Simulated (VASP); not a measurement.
# CdInS2 (P-3m1) in VASP: notebook, part 2 of 3

VASP 6.6.1. Earlier steps stand in the parts before.

## 3. Single point, PBE

This run uses another cell than the first one, of the same volume but with other edges.

INCAR

```
SYSTEM = CdInS2
PREC     = Accurate       ! precision mode
ENCUT    = 520            ! plane-wave cutoff, eV
EDIFF    = 1E-7           ! SCF threshold, eV
ISMEAR   = 0              ! smearing method
SIGMA    = 0.15           ! smearing width, eV
LREAL    = .FALSE.        ! projectors in reciprocal space
LASPH    = .TRUE.         ! aspherical terms in the spheres
NELM     = 100            ! most SCF steps
ALGO     = Normal         ! electronic algorithm
ISIF     = 2              ! what is computed and relaxed
LWAVE    = .FALSE.        ! write WAVECAR
LCHARG   = .FALSE.        ! write CHGCAR
GGA      = PE             ! functional
NBANDS   = 26             ! bands
```

KPOINTS

```
regular mesh
0
G
  12 12 6
  0 0 0
```

POSCAR

```
CdInS2
1.0
    4.1697266610      0.0000000000      0.0000000000
   -2.0848633305      3.6110892153      0.0000000000
    0.0000000000      0.0000000000      5.8697242207
Cd In S
1 1 2
Direct
    0.0000000000      0.0000000000      0.0000000000
    0.0000000000      0.0000000000      0.5000000000
    0.6666666667      0.3333333333      0.7211797945
    0.3333333333      0.6666666667      0.2788202055
```

Potentials or basis: VASP PAW PBE potentials, release 64 (Cd, In_d, S).

Run with:

```sh
$ cat potpaw_PBE.64/Cd/POTCAR potpaw_PBE.64/In_d/POTCAR potpaw_PBE.64/S/POTCAR > POTCAR
$ mpirun -np 1 vasp_std > vasp.out
```

OUTCAR:

```text
SYSTEM = CdInS2
   PREC = Accurate
   ENCUT = 520
   EDIFF = 1E-7
   ISMEAR = 0
   LREAL = .FALSE.
   LASPH = .TRUE.
   NELM = 100
   ISIF = 2
   GGA = PE

 ion  position               nearest neighbor table
   1  0.000  0.000  0.000-   3 2.91   4 2.91   3 2.91   4 2.91   3 2.91   4 2.91   2 2.93   2 2.93

   2  0.000  0.000  0.500-   3 2.74   4 2.74   3 2.74   4 2.74   3 2.74   4 2.74   1 2.93   1 2.93

   3  0.667  0.333  0.721-   2 2.74   2 2.74   2 2.74   1 2.91   1 2.91   1 2.91
   4  0.333  0.667  0.279-   2 2.74   2 2.74   2 2.74   1 2.91   1 2.91   1 2.91

  LATTYP: Found a hexagonal cell.
 ALAT       =     4.1697266610
 C/A-ratio  =     1.4077000000

  Lattice vectors:

 A1 = (   4.1697266610,   0.0000000000,   0.0000000000)
 A2 = (  -2.0848633305,   3.6110892153,   0.0000000000)
 A3 = (   0.0000000000,   0.0000000000,   5.8697242207)

Analysis of symmetry for initial positions (statically):
=====================================================================
 Subroutine PRICEL returns:
 Original cell was already a primitive cell.

 Routine SETGRP: Setting up the symmetry group for a
 hexagonal supercell.

 Subroutine GETGRP returns: Found 12 space group operations
 (whereof 12 operations were pure point group operations)
 out of a pool of 24 trial point group operations.

The static configuration has the point symmetry D_3d.

Analysis of symmetry for dynamics (positions and initial velocities):
=====================================================================
 Subroutine PRICEL returns:
 Original cell was already a primitive cell.

 Routine SETGRP: Setting up the symmetry group for a
 hexagonal supercell.

 Subroutine GETGRP returns: Found 12 space group operations
 (whereof 12 operations were pure point group operations)
 out of a pool of 24 trial point group operations.

The dynamic configuration has the point symmetry D_3d.

 Subroutine INISYM returns: Found 12 space group operations
[... 120 lines left out ...]
     AMIX     =   0.40;   BMIX     =  1.00
     AMIX_MAG =   1.60;   BMIX_MAG =  1.00
  volume/ion in A,a.u.               =      22.10       149.11
  Fermi-wavevector in a.u.,A,eV,Ry     =   1.224675  2.314300 20.406415  1.499829
  Thomas-Fermi vector in A             =   2.359741
   LORBIT       =      0    0 simple, 1 ext, 2 COOP (PROOUT), +10 PAW based schemes
   GGA     = PE    functional components
   LHFCALC =     F    Hartree Fock is set to
   AEXX    =    0.0000 exact exchange contribution
   IVDW    =     0    specifies the selected vdW correction
   LEPSILON=     F    determine dielectric tensor
   LRPA    =     F    only Hartree local field effects (RPA)
 non-spin polarized calculation
 Gauss-broadening in eV      SIGMA  =   0.15
  energy-cutoff  :      520.00
  volume of cell :       88.38
 maximum number of plane-waves:      2403
 NGX is ok and might be reduce to    32

 number of electron      37.0000000 magnetization

 Free energy of the ion-electron system (eV)
  ---------------------------------------------------
  ext. energy  EPLUGINS =         0.00000000
  ---------------------------------------------------
  free energy    TOTEN  =       -12.21202265 eV

  energy without entropy =      -12.18620011  energy(sigma->0) =      -12.19911138

 E-fermi :   5.5787     XC(G=0): -10.0158

 val. band max:        5.5721662004   @ k =   0.3333   0.0833   0.1667
 cond. band min:       5.5824728001   @ k =   0.4167   0.0000   0.5000
 fundamental gap:      0.0103065997
 Fermi energy:         5.5786854196

 k-point     1 :       0.0000    0.0000    0.0000
  band No.  band energies     occupation
      1      -9.7584      2.00000
      2      -9.6659      2.00000
      3      -9.6659      2.00000
      4      -9.5613      2.00000
      5      -9.5613      2.00000
      6      -8.8419      2.00000
[... 685 lines left out ...]
     25      11.3839      0.00000
     26      11.8551      0.00000

 [... further k-points ...]

------------------------ aborting loop because EDIFF is reached ----------------------------------------

  FORCE on cell =-STRESS in cart. coord.  units (eV):
  Direction    XX          YY          ZZ          XY          YZ          ZX
  --------------------------------------------------------------------------------------
  -------------------------------------------------------------------------------------
  Total       -0.2741437     -0.2741437      6.2715273      0.0000000      0.0000000      0.0000000
  in kB       -4.9696453     -4.9696453    113.6895117      0.0000000      0.0000000      0.0000000
  external PRESSURE =      34.5834070 kB  Pullay stress =       0.0000000 kB

 VOLUME and BASIS-vectors are now :
 -----------------------------------------------------------------------------
  energy-cutoff  :      520.00
  volume of cell :       88.38
      direct lattice vectors                 reciprocal lattice vectors
     4.169726661  0.000000000  0.000000000     0.239823874  0.138462378  0.000000000
    -2.084863331  3.611089215  0.000000000     0.000000000  0.276924756  0.000000000
     0.000000000  0.000000000  5.869724221     0.000000000  0.000000000  0.170365755

 POSITION                                       TOTAL-FORCE (eV/Angst)
 -----------------------------------------------------------------------------------
      0.00000      0.00000      0.00000        -0.000000      0.000000      0.000000
      0.00000      0.00000      2.93486         0.000000      0.000000      0.000000
      2.08486      1.20370      4.23313         0.000000     -0.000000      0.827601
     -0.00000      2.40739      1.63660        -0.000000      0.000000     -0.827601
 -----------------------------------------------------------------------------------
    total drift:                                0.000000     -0.000000      0.000000

  FREE ENERGIE OF THE ION-ELECTRON SYSTEM (eV)
  ---------------------------------------------------
  free  energy   TOTEN  =       -12.2120226514 eV

  energy  without entropy=      -12.1862001135  energy(sigma->0) =      -12.19911138
```

Run time: 4 min. Hardware: 1 thread of Intel Xeon 8259CL, shared host; peak memory 0.38 GiB.

Results:

```
Free energy            : -12.2120 eV
Pressure               : 3.5 GPa
Largest force          : 0.828 eV/Å
Band gap on the k mesh : zero (an odd number of electrons rules out a gap without spin polarisation)
```

Forces in eV/Å, atoms in the order of the input:
```
Cd   0.000  0.000  0.000
In   0.000  0.000  0.000
S    0.000  0.000  0.828
S    0.000  0.000 -0.828
```

Stress tensor (GPa, compression positive):
```
-0.50  0.00  0.00
 0.00 -0.50  0.00
 0.00  0.00 11.37
```

Levels at points of the mesh, in eV from the Fermi level:
| k point | band 17 | band 18 | band 19 | band 20 | band 21 | band 22 |
| --- | --- | --- | --- | --- | --- | --- |
| (0.00, 0.00, 0.00) | -2.61 | -2.61 | -1.94 | 0.16 | 3.34 | 3.34 |
| (0.50, 0.00, 0.00) | -3.13 | -2.11 | 0.08 | 0.99 | 1.25 | 3.71 |
| (0.00, 0.00, 0.50) | -2.74 | -2.74 | -0.74 | 0.30 | 3.37 | 3.37 |
| (0.50, 0.00, 0.50) | -3.02 | -2.94 | -0.03 | 0.12 | 4.00 | 4.40 |

Caveat: the cell stands under pressure; spin-orbit coupling is left out, which moves the levels of the heavy elements.

## 4. Single point, PBE

This run uses another cell than the first one, of the same volume but with other edges.

INCAR

```
PREC = Accurate
ENCUT = 520
EDIFF = 1E-6
ISMEAR = 0
SIGMA = 0.15
LREAL = F
LASPH = T
NELM = 100
ALGO = Normal
ISIF = 2
LWAVE = F
LCHARG = T
GGA = PE
LELF = T
LVHAR = T
NBANDS = 26
```

KPOINTS

```
regular mesh
0
Gamma
  12 12 6
```

POSCAR

```
CdInS2
1.0
    3.7498442659      0.0000000000      0.0000000000
   -1.8749221329      3.2474603945      0.0000000000
    0.0000000000      0.0000000000      7.2578235766
Cd In S
1 1 2
Direct
    0.0000000000      0.0000000000      0.0000000000
    0.0000000000      0.0000000000      0.5000000000
    0.6666666667      0.3333333333      0.7945164209
    0.3333333333      0.6666666667      0.2054835791
```

Run with:

```sh
$ cat potpaw_PBE.64/Cd/POTCAR potpaw_PBE.64/In_d/POTCAR potpaw_PBE.64/S/POTCAR > POTCAR
$ mpirun -np 1 vasp_std > vasp.out
```

Wall time 4.3 min (1 thread of Intel Xeon 8259CL, shared host); peak memory 0.36 GiB.

The run converged. Its results:

```yaml
Free_energy: -12.5751 eV
Pressure: 2.6 GPa
Largest_force: 1.337 eV/Å
Band_gap_on_the_k_mesh: zero (an odd number of electrons rules out a gap without spin polarisation)
```

Forces on the atoms (eV/Å):
```
Cd   0.000  0.000  0.000
In   0.000  0.000  0.000
S    0.000  0.000 -1.337
S    0.000  0.000  1.337
```

Stress tensor (GPa, compression positive):
```
 5.56  0.00  0.00
 0.00  5.56  0.00
 0.00  0.00 -3.40
```

Levels at points of the mesh, in eV from the Fermi level:
| k point | band 16 | band 17 | band 18 | band 19 | band 20 | band 21 |
| --- | --- | --- | --- | --- | --- | --- |
| (0.00, 0.00, 0.00) | -0.88 | -0.88 | -0.26 | -0.26 | 3.49 | 4.97 |
| (0.50, 0.00, 0.00) | -3.06 | -2.19 | -0.49 | 0.26 | 1.85 | 3.30 |
| (0.00, 0.00, 0.50) | -0.81 | -0.32 | -0.32 | 0.83 | 2.38 | 4.56 |
| (0.50, 0.00, 0.50) | -2.01 | -1.99 | -1.16 | -0.86 | 0.86 | 4.47 |

Caveat: spin-orbit coupling is left out, which moves the levels of the heavy elements; forces of over 1 eV/Å act on the atoms, so gaps and moduli don't describe the material at rest.

(Part 2 of 3 ends here.)
